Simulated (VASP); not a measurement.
# AlNi in VASP: further runs

The runs below take AlNi through single point, with PBE.

All numbers are computed with VASP 6.6.1; they aren't measurements. Logs are shortened: lines on timing, memory, paths and dates and some standing lists are left out, and cuts for length are marked.

## (1) The cell of the first run

It takes space group Pm-3m (No. 221, cubic). Conventional cell: a = 2.881 Å, b = 2.881 Å, c = 2.881 Å, α = 90.00°, β = 90.00°, γ = 90.00°. Al (site symmetry m-3m) has 8 Ni at 2.50 Å and 6 Al at 2.88 Å within 3.3 Å. Within 3.3 Å of Ni (site symmetry m-3m) lie 8 Al at 2.50 Å and 6 Ni at 2.88 Å.

## (2) Single point, PBE, collinear spin, ferromagnetic start

The input, INCAR:

```
ALGO = Normal
EDIFF = 1E-7
ENCUT = 520
GGA = PE
ISIF = 2
ISMEAR = -1
ISPIN = 2
LASPH = T
LCHARG = F
LMAXMIX = 4
LORBIT = 11
LREAL = F
LWAVE = F
MAGMOM = 0 1.5
NBANDS = 18
NELM = 150
PREC = Accurate
SIGMA = 0.05
```

The input, KPOINTS:

```
k-points
0
Gamma
  12 12 12
```

The input, POSCAR:

```
AlNi
1.0
    2.8810000000      0.0000000000      0.0000000000
    0.0000000000      2.8810000000      0.0000000000
    0.0000000000      0.0000000000      2.8810000000
Al Ni
1 1
Direct
    0.0000000000      0.0000000000      0.0000000000
    0.5000000000      0.5000000000      0.5000000000
```

Potentials or basis: VASP PAW PBE potentials, release 64 (Al, Ni).

Launch:

```
$ cat potpaw_PBE.64/Al/POTCAR potpaw_PBE.64/Ni/POTCAR > POTCAR
$ mpirun -np 1 vasp_std > vasp.out
```

OUTCAR:

```text
EDIFF = 1E-7
   ENCUT = 520
   GGA = PE
   ISIF = 2
   ISMEAR = -1
   ISPIN = 2
   LASPH = T
   LORBIT = 11
   LREAL = F
   NELM = 150
   PREC = Accurate

 ion  position               nearest neighbor table
   1  0.000  0.000  0.000-   2 2.50   2 2.50   2 2.50   2 2.50   2 2.50   2 2.50   2 2.50   2 2.50

   2  0.500  0.500  0.500-   1 2.50   1 2.50   1 2.50   1 2.50   1 2.50   1 2.50   1 2.50   1 2.50

  LATTYP: Found a simple cubic cell.
 ALAT       =     2.8810000000

  Lattice vectors:

 A1 = (   2.8810000000,   0.0000000000,   0.0000000000)
 A2 = (   0.0000000000,   2.8810000000,   0.0000000000)
 A3 = (   0.0000000000,   0.0000000000,   2.8810000000)

Analysis of symmetry for initial positions (statically):
=====================================================================
 Subroutine PRICEL returns:
 Original cell was already a primitive cell.

 Routine SETGRP: Setting up the symmetry group for a
 simple cubic supercell.

 Subroutine GETGRP returns: Found 48 space group operations
 (whereof 48 operations were pure point group operations)
 out of a pool of 48 trial point group operations.

The static configuration has the point symmetry O_h .

Analysis of symmetry for dynamics (positions and initial velocities):
=====================================================================
 Subroutine PRICEL returns:
 Original cell was already a primitive cell.

 Routine SETGRP: Setting up the symmetry group for a
 simple cubic supercell.

 Subroutine GETGRP returns: Found 48 space group operations
 (whereof 48 operations were pure point group operations)
 out of a pool of 48 trial point group operations.

The dynamic configuration has the point symmetry O_h .

Analysis of structural, dynamic, and magnetic symmetry:
=====================================================================
 Subroutine PRICEL returns:
 Original cell was already a primitive cell.

 Routine SETGRP: Setting up the symmetry group for a
 simple cubic supercell.

 Subroutine GETGRP returns: Found 48 space group operations
 (whereof 48 operations were pure point group operations)
 out of a pool of 48 trial point group operations.

The overall configuration has the point symmetry O_h .

 Subroutine INISYM returns: Found 48 space group operations
 (whereof 48 operations are pure point group operations),
 and found     1 'primitive' translations

----------------------------------------------------------------------------------------

                                     Primitive cell

  volume of cell :      23.9128

  direct lattice vectors                    reciprocal lattice vectors
     2.881000000  0.000000000  0.000000000     0.347101701  0.000000000  0.000000000
     0.000000000  2.881000000  0.000000000     0.000000000  0.347101701  0.000000000
     0.000000000  0.000000000  2.881000000     0.000000000  0.000000000  0.347101701

  length of vectors
     2.881000000  2.881000000  2.881000000     0.347101701  0.347101701  0.347101701

  position of ions in fractional coordinates (direct lattice)
     0.000000000  0.000000000  0.000000000
     0.500000000  0.500000000  0.500000000

  ion indices of the primitive-cell ions
   primitive index   ion index
                 1           1
                 2           2

----------------------------------------------------------------------------------------

 KPOINTS: k-points

Automatic generation of k-mesh.
 Grid dimensions read from file:
 generate k-points for:   12   12   12

 Generating k-lattice:

  Cartesian coordinates                     Fractional coordinates (reciprocal lattice)
     0.028925142  0.000000000  0.000000000     0.083333333  0.000000000  0.000000000
     0.000000000  0.028925142  0.000000000     0.000000000  0.083333333  0.000000000
     0.000000000  0.000000000  0.028925142     0.000000000  0.000000000  0.083333333

  Length of vectors
     0.028925142  0.028925142  0.028925142

  Shift w.r.t. Gamma in fractional coordinates (k-lattice)
     0.000000000  0.000000000  0.000000000

 Subroutine IBZKPT returns following result:
 ===========================================

 Found     84 irreducible k-points:

 Following reciprocal coordinates:
            Coordinates               Weight
  0.000000  0.000000  0.000000      1.000000
  0.083333  0.000000  0.000000      6.000000
  0.166667  0.000000  0.000000      6.000000
  0.250000  0.000000  0.000000      6.000000
  0.333333  0.000000  0.000000      6.000000
  0.416667  0.000000  0.000000      6.000000
[... 16 lines left out ...]
  0.333333  0.333333  0.000000     12.000000
  0.416667  0.333333  0.000000     24.000000
 [... further k-points ...]
   k-points           NKPTS =     84   k-points in BZ     NKDIM =     84   number of bands    NBANDS=     18
   number of dos      NEDOS =    301   number of ions     NIONS =      2
   total plane-waves  NPLWV =  13824
   dimension x,y,z NGX =    24 NGY =   24 NGZ =   24
   dimension x,y,z NGXF=    48 NGYF=   48 NGZF=   48
   ions per type =               1   1
   NGX,Y,Z   is equivalent  to a cutoff of  13.85, 13.85, 13.85 a.u.
   NGXF,Y,Z  is equivalent  to a cutoff of  27.70, 27.70, 27.70 a.u.
 SYSTEM =  unknown system
   PREC   = accura    normal or accurate (medium, high low for compatibility)
   ISTART =      0    job   : 0-new  1-cont  2-samecut
   ICHARG =      2    charge: 1-file 2-atom 10-const
   ISPIN  =      2    spin polarized calculation?
   LNONCOLLINEAR =      F non collinear calculations
   LSORBIT =      F    spin-orbit coupling
   LASPH  =      T    aspherical Exc in radial PAW
   ENCUT  =  520.0 eV  38.22 Ry    6.18 a.u.   5.36  5.36  5.36*2*pi/ulx,y,z
   NELM   =    150;   NELMIN=  2; NELMDL= -5     # of ELM steps
   EDIFF  = 0.1E-06   stopping-criterion for ELM
   LREAL  =      F    real-space projection
   EDIFFG = 0.1E-05   stopping-criterion for IOM
   NSW    =      0    number of steps for IOM
   IBRION =     -1    ionic relax: 0-MD 1-quasi-New 2-CG
   NFREE  =      0    steps in history (QN), initial steepest desc. (CG)
   ISIF   =      2    stress and relaxation
   ISYM   =      2    0-nonsym 1-usesym 2-fastsym
   POTIM  = 0.5000    time-step for ionic-motion
   TEBEG  =    0.0;   TEEND  =   0.0 temperature during run
   PSTRESS=    0.0 pullay stress
   NELECT =      13.0000    total number of electrons
   NUPDOWN=      -1.0000    fix difference up-down
   EMIN   =  10.00;   EMAX   =-10.00  energy-range for DOS
   EFERMI =   0.00;   METHOD = LEGACY
   ISMEAR =    -1;   SIGMA  =   0.05  broadening in eV -4-tet -1-fermi 0-gaus
   EFERMI_NEDOS =   21; number of points for ismear=-14 and -15
   IALGO  =     38    algorithm
   IMIX   =      4    mixing-type and parameters
     AMIX     =   0.40;   BMIX     =  1.00
     AMIX_MAG =   1.60;   BMIX_MAG =  1.00
  volume/ion in A,a.u.               =      11.96        80.69
  Fermi-wavevector in a.u.,A,eV,Ry     =   1.336122  2.524904 24.289410  1.785221
  Thomas-Fermi vector in A             =   2.464773
   LORBIT       =     11    0 simple, 1 ext, 2 COOP (PROOUT), +10 PAW based schemes
   GGA     = PE    functional components
   LHFCALC =     F    Hartree Fock is set to
   AEXX    =    0.0000 exact exchange contribution
   IVDW    =     0    specifies the selected vdW correction
   LEPSILON=     F    determine dielectric tensor
   LRPA    =     F    only Hartree local field effects (RPA)
 spin polarized calculation
  energy-cutoff  :      520.00
  volume of cell :       23.91
 maximum number of plane-waves:       660
 NGX is ok and might be reduce to    24
   NGX = 11   NGY = 11   NGZ = 11

 number of electron      13.0000015 magnetization      -0.0017897

 number of electron      13.0000015 magnetization       0.0000780

 Free energy of the ion-electron system (eV)
  ---------------------------------------------------
  ext. energy  EPLUGINS =         0.00000000
  ---------------------------------------------------
  free energy    TOTEN  =       -10.53828204 eV

  energy without entropy =      -10.53097705  energy(sigma->0) =      -10.53462955

 E-fermi :  10.0596     XC(G=0): -12.0482

 val. band max:        9.9971858327   @ k =   0.4167   0.2500   0.2500
 cond. band min:      10.0644992163   @ k =   0.3333   0.1667   0.0000
 fundamental gap:      0.0673133836
 Fermi energy:        10.0595868667

 spin component 1

 k-point     1 :       0.0000    0.0000    0.0000
  band No.  band energies     occupation
      1      -1.1118      1.00000
      2       6.8003      1.00000
      3       6.8003      1.00000
      4       8.4850      1.00000
      5       8.4850      1.00000
      6       8.4850      1.00000
[... 10 lines left out ...]
     17      33.3675      0.00000
     18      33.3675      0.00000
[... 463 lines left out ...]
 k-point    24 :       0.4167    0.3333    0.0000
  band No.  band energies     occupation
      1       3.5589      1.00000
      2       5.6851      1.00000
      3       7.1627      1.00000
      4       7.6275      1.00000
      5       7.9463      1.00000
      6       8.0881      1.00000
[... 10 lines left out ...]
     17      31.8829      0.00000
     18      34.5302      0.00000

 [... further k-points ...]

 spin component 2

 k-point     1 :       0.0000    0.0000    0.0000
  band No.  band energies     occupation
      1      -1.1118      1.00000
      2       6.8003      1.00000
      3       6.8003      1.00000
      4       8.4851      1.00000
      5       8.4851      1.00000
      6       8.4851      1.00000
[... 10 lines left out ...]
     17      33.3675      0.00000
     18      33.3675      0.00000
[... 463 lines left out ...]
 k-point    24 :       0.4167    0.3333    0.0000
  band No.  band energies     occupation
      1       3.5589      1.00000
      2       5.6851      1.00000
      3       7.1627      1.00000
      4       7.6275      1.00000
      5       7.9463      1.00000
      6       8.0881      1.00000
[... 10 lines left out ...]
     17      31.8829      0.00000
     18      34.5302      0.00000

 [... further k-points ...]
[... 5 lines left out ...]
  --------------------------------------------------------------------------------------
  -------------------------------------------------------------------------------------
  Total        0.3147795      0.3147795      0.3147795      0.0000000      0.0000000     -0.0000000
  in kB       21.0905208     21.0905208     21.0905208      0.0000000      0.0000000     -0.0000000
  external PRESSURE =      21.0905208 kB  Pullay stress =       0.0000000 kB

 VOLUME and BASIS-vectors are now :
 -----------------------------------------------------------------------------
  energy-cutoff  :      520.00
  volume of cell :       23.91
      direct lattice vectors                 reciprocal lattice vectors
     2.881000000  0.000000000  0.000000000     0.347101701  0.000000000  0.000000000
     0.000000000  2.881000000  0.000000000     0.000000000  0.347101701  0.000000000
     0.000000000  0.000000000  2.881000000     0.000000000  0.000000000  0.347101701

 POSITION                                       TOTAL-FORCE (eV/Angst)
 -----------------------------------------------------------------------------------
      0.00000      0.00000      0.00000         0.000000      0.000000      0.000000
      1.44050      1.44050      1.44050         0.000000      0.000000      0.000000
 -----------------------------------------------------------------------------------
    total drift:                                0.000000      0.000000     -0.000000

  FREE ENERGIE OF THE ION-ELECTRON SYSTEM (eV)
  ---------------------------------------------------
  free  energy   TOTEN  =       -10.5382820395 eV

  energy  without entropy=      -10.5309770541  energy(sigma->0) =      -10.53462955

 total charge

# of ion       s       p       d       tot
------------------------------------------
    1        0.384   0.414   0.000   0.798
    2        0.476   0.515   8.474   9.465
--------------------------------------------------
tot          0.860   0.929   8.474  10.263

 magnetization (x)

# of ion       s       p       d       tot
------------------------------------------
    1        0.000   0.000   0.000   0.000
    2        0.000   0.000   0.000   0.000
--------------------------------------------------
tot          0.000   0.000   0.000   0.000
```

Wall time 96 s (1 thread of Intel Xeon 8259CL, shared host); peak memory 0.19 GiB.

What came out:

```yaml
Free_energy: -10.5383 eV
Pressure: 2.1 GPa
Net_moment: 0.00 μB per cell
Valence_electrons_inside_the_program's_atomic_spheres: Al 0.80; Ni 9.46
```

## (3) Single point, PBE, collinear spin, ferromagnetic start

The input, INCAR:

```
SYSTEM = AlNi
PREC = Accurate ; ENCUT = 520
EDIFF = 1E-7 ; ISMEAR = -1
SIGMA = 0.05 ; LREAL = .FALSE.
LASPH = .TRUE. ; NELM = 150
ALGO = Normal ; ISIF = 2
LWAVE = .FALSE. ; LCHARG = .FALSE.
ISPIN = 2 ; MAGMOM = 0 1.5
LORBIT = 11 ; LMAXMIX = 4
GGA = PE ; NBANDS = 18
```

The input, KPOINTS:

```
regular mesh
0
G
  12 12 12
  0 0 0
```

The input, POSCAR:

```
AlNi
1.0
    2.8810000000     -0.0288100000      0.0000000000
   -0.0288100000      2.8810000000      0.0000000000
    0.0000000000      0.0000000000      2.8810000000
Al Ni
1 1
Direct
    0.0000000000      0.0000000000      0.0000000000
    0.5000000000      0.5000000000      0.5000000000
```

Potentials or basis: VASP PAW PBE potentials, release 64 (Al, Ni).

Launch:

```
$ cat potpaw_PBE.64/Al/POTCAR potpaw_PBE.64/Ni/POTCAR > POTCAR
$ mpirun -np 1 vasp_std > vasp.out
```

It took 6.2 min on 1 thread of Intel Xeon 8259CL, shared host; peak memory 0.31 GiB.

It converged, with:

* Free energy: -10.5346 eV
* Pressure: 2.2 GPa
* Net moment: 0.00 μB per cell
* Valence electrons inside the program's atomic spheres: Al 0.80; Ni 9.47

Stress tensor (GPa, compression positive):
```
2.17 2.43 0.00
2.43 2.17 0.00
0.00 0.00 2.18
```

Levels at points of the mesh, in eV from the Fermi level:
Spin up:
| k point | band 3 | band 4 | band 5 | band 6 | band 7 | band 8 | band 9 | band 10 | band 11 | band 12 |
| --- | --- | --- | --- | --- | --- | --- | --- | --- | --- | --- |
| (0.00, 0.00, 0.00) | -3.26 | -1.60 | -1.57 | -1.55 | 5.41 | 5.47 | 5.54 | 8.10 | 8.10 | 13.71 |
| (0.50, 0.00, 0.00) | -2.78 | -2.28 | -2.27 | -1.49 | -0.68 | 8.23 | 9.99 | 10.01 | 10.83 | 10.85 |
| (0.50, 0.50, 0.00) | -3.05 | -2.77 | -2.12 | -2.09 | -1.05 | 1.43 | 2.46 | 12.23 | 14.98 | 15.14 |
| (0.00, 0.00, 0.50) | -2.78 | -2.31 | -2.24 | -1.49 | -0.68 | 8.25 | 9.93 | 10.06 | 10.85 | 10.86 |
| (0.50, 0.00, 0.50) | -2.92 | -2.92 | -2.11 | -2.10 | -1.05 | 1.45 | 2.44 | 12.21 | 15.05 | 15.09 |
| (0.50, 0.50, 0.50) | -4.10 | -1.02 | -1.02 | 1.84 | 1.95 | 2.11 | 3.69 | 4.30 | 4.40 | 4.53 |
Spin down:
```csv
k point,band 5,band 6,band 7,band 8,band 9,band 10
"(0.00, 0.00, 0.00)",-1.57,-1.55,5.41,5.47,5.54,8.10
"(0.50, 0.00, 0.00)",-2.27,-1.49,-0.68,8.23,9.99,10.01
"(0.50, 0.50, 0.00)",-2.12,-2.09,-1.05,1.43,2.46,12.23
"(0.00, 0.00, 0.50)",-2.24,-1.49,-0.68,8.25,9.93,10.06
"(0.50, 0.00, 0.50)",-2.11,-2.10,-1.05,1.45,2.44,12.21
"(0.50, 0.50, 0.50)",-1.02,1.84,1.95,2.11,3.69,4.30
```

## (4) Single point, PBE, collinear spin, ferromagnetic start

The input, INCAR:

```
SYSTEM = AlNi
PREC = Accurate
ENCUT = 520
EDIFF = 1E-6
ISMEAR = -1
SIGMA = 0.05
LREAL = .FALSE.
LASPH = .TRUE.
NELM = 150
ALGO = Normal
ISIF = 2
LWAVE = .FALSE.
LCHARG = .FALSE.
ISPIN = 2
MAGMOM = 0 1.5
LORBIT = 11
LMAXMIX = 4
GGA = PE
NBANDS = 18
```

KPOINTS is that of step 3.

The input, POSCAR:

```
AlNi
1.0
    2.8810000000     -0.0192066667      0.0000000000
   -0.0192066667      2.8810000000      0.0000000000
    0.0000000000      0.0000000000      2.8810000000
Al Ni
1 1
Direct
    0.0000000000      0.0000000000      0.0000000000
    0.5000000000      0.5000000000      0.5000000000
```

Launch:

```
$ cat potpaw_PBE.64/Al/POTCAR potpaw_PBE.64/Ni/POTCAR > POTCAR
$ mpirun -np 1 vasp_std > vasp.out
```

Run time: 4.9 min. Hardware: 1 thread of Intel Xeon 8259CL, shared host; peak memory 0.3 GiB.

The run converged. Its results:

| Item | Value |
| --- | --- |
| Free energy | -10.5367 eV |
| Pressure | 2.1 GPa |
| Net moment | 0.00 μB per cell |
| Valence electrons inside the program's atomic spheres | Al 0.80; Ni 9.47 |

Stress tensor (GPa, compression positive):
```
2.14 1.62 0.00
1.62 2.14 0.00
0.00 0.00 2.14
```

Levels at points of the mesh, in eV from the Fermi level:
Spin up:
| k point | band 3 | band 4 | band 5 | band 6 | band 7 | band 8 | band 9 | band 10 | band 11 | band 12 |
| --- | --- | --- | --- | --- | --- | --- | --- | --- | --- | --- |
| (0.00, 0.00, 0.00) | -3.26 | -1.59 | -1.57 | -1.56 | 5.42 | 5.47 | 5.51 | 8.09 | 8.09 | 13.71 |
| (0.50, 0.00, 0.00) | -2.78 | -2.28 | -2.28 | -1.49 | -0.68 | 8.24 | 9.99 | 10.00 | 10.84 | 10.85 |
| (0.50, 0.50, 0.00) | -3.01 | -2.82 | -2.11 | -2.10 | -1.05 | 1.44 | 2.45 | 12.24 | 15.02 | 15.19 |
| (0.00, 0.00, 0.50) | -2.78 | -2.30 | -2.25 | -1.49 | -0.68 | 8.25 | 9.95 | 10.03 | 10.85 | 10.85 |
| (0.50, 0.00, 0.50) | -2.92 | -2.92 | -2.11 | -2.11 | -1.05 | 1.45 | 2.44 | 12.22 | 15.08 | 15.10 |
| (0.50, 0.50, 0.50) | -4.11 | -1.02 | -1.02 | 1.88 | 1.96 | 2.07 | 3.67 | 4.33 | 4.41 | 4.49 |
Spin down:
```
           k point  band 5  band 6  band 7  band 8  band 9  band 10
(0.00, 0.00, 0.00)   -1.57   -1.56    5.42    5.47    5.51     8.09
(0.50, 0.00, 0.00)   -2.28   -1.49   -0.68    8.24    9.99    10.00
(0.50, 0.50, 0.00)   -2.11   -2.10   -1.05    1.44    2.45    12.24
(0.00, 0.00, 0.50)   -2.25   -1.49   -0.68    8.25    9.95    10.03
(0.50, 0.00, 0.50)   -2.11   -2.11   -1.05    1.45    2.44    12.22
(0.50, 0.50, 0.50)   -1.02    1.88    1.96    2.07    3.67     4.33
```

## (5) Single point, PBE, collinear spin, ferromagnetic start

The input, INCAR:

```
SYSTEM = AlNi
  PREC = Accurate
  ENCUT = 520
  EDIFF = 1E-6
  ISMEAR = -1
  SIGMA = 0.05
  LREAL = .FALSE.
  LASPH = .TRUE.
  NELM = 150
  ALGO = Normal
  ISIF = 2
  LWAVE = .FALSE.
  LCHARG = .FALSE.
  ISPIN = 2
  MAGMOM = 0 1.5
  LORBIT = 11
  LMAXMIX = 4
  GGA = PE
  NBANDS = 18
```

The input, KPOINTS:

```
Automatic mesh
0
G
  12 12 12
  0 0 0
```

The input, POSCAR:

```
AlNi
1.0
    2.8810000000     -0.0096033333      0.0000000000
   -0.0096033333      2.8810000000      0.0000000000
    0.0000000000      0.0000000000      2.8810000000
Al Ni
1 1
Direct
    0.0000000000      0.0000000000      0.0000000000
    0.5000000000      0.5000000000      0.5000000000
```

Launch:

```
$ cat potpaw_PBE.64/Al/POTCAR potpaw_PBE.64/Ni/POTCAR > POTCAR
$ mpirun -np 1 vasp_std > vasp.out
```

Run time: 2.9 min. Hardware: 1 thread of Intel Xeon 8259CL, shared host; peak memory 0.31 GiB.

Results (log left out):

- Free energy: -10.5379 eV
- Pressure: 2.1 GPa
- Net moment: 0.00 μB per cell
- Valence electrons inside the program's atomic spheres: Al 0.80; Ni 9.46

Stress tensor (GPa, compression positive):
```
2.12 0.81 0.00
0.81 2.12 0.00
0.00 0.00 2.12
```

Levels at points of the mesh, in eV from the Fermi level:
Spin up:
| k point | band 3 | band 4 | band 5 | band 6 | band 7 | band 8 | band 9 | band 10 | band 11 | band 12 |
| --- | --- | --- | --- | --- | --- | --- | --- | --- | --- | --- |
| (0.00, 0.00, 0.00) | -3.26 | -1.58 | -1.57 | -1.57 | 5.44 | 5.47 | 5.49 | 8.09 | 8.09 | 13.71 |
| (0.50, 0.00, 0.00) | -2.78 | -2.28 | -2.28 | -1.49 | -0.68 | 8.24 | 9.99 | 9.99 | 10.85 | 10.85 |
| (0.50, 0.50, 0.00) | -2.96 | -2.87 | -2.11 | -2.10 | -1.05 | 1.45 | 2.44 | 12.24 | 15.06 | 15.14 |
| (0.00, 0.00, 0.50) | -2.78 | -2.29 | -2.26 | -1.49 | -0.68 | 8.25 | 9.97 | 10.01 | 10.85 | 10.85 |
| (0.50, 0.00, 0.50) | -2.92 | -2.92 | -2.11 | -2.11 | -1.05 | 1.45 | 2.43 | 12.24 | 15.09 | 15.10 |
| (0.50, 0.50, 0.50) | -4.12 | -1.02 | -1.02 | 1.93 | 1.97 | 2.02 | 3.66 | 4.37 | 4.41 | 4.45 |
Spin down:
```tsv
k point	band 4	band 5	band 6	band 7	band 8	band 9	band 10	band 11
(0.00, 0.00, 0.00)	-1.58	-1.57	-1.57	5.44	5.47	5.49	8.09	8.09
(0.50, 0.00, 0.00)	-2.28	-2.28	-1.49	-0.68	8.24	9.99	9.99	10.85
(0.50, 0.50, 0.00)	-2.87	-2.11	-2.10	-1.05	1.45	2.44	12.24	15.06
(0.00, 0.00, 0.50)	-2.29	-2.26	-1.49	-0.68	8.25	9.97	10.01	10.85
(0.50, 0.00, 0.50)	-2.92	-2.11	-2.11	-1.05	1.45	2.43	12.24	15.09
(0.50, 0.50, 0.50)	-1.02	-1.02	1.93	1.97	2.02	3.66	4.37	4.41
```
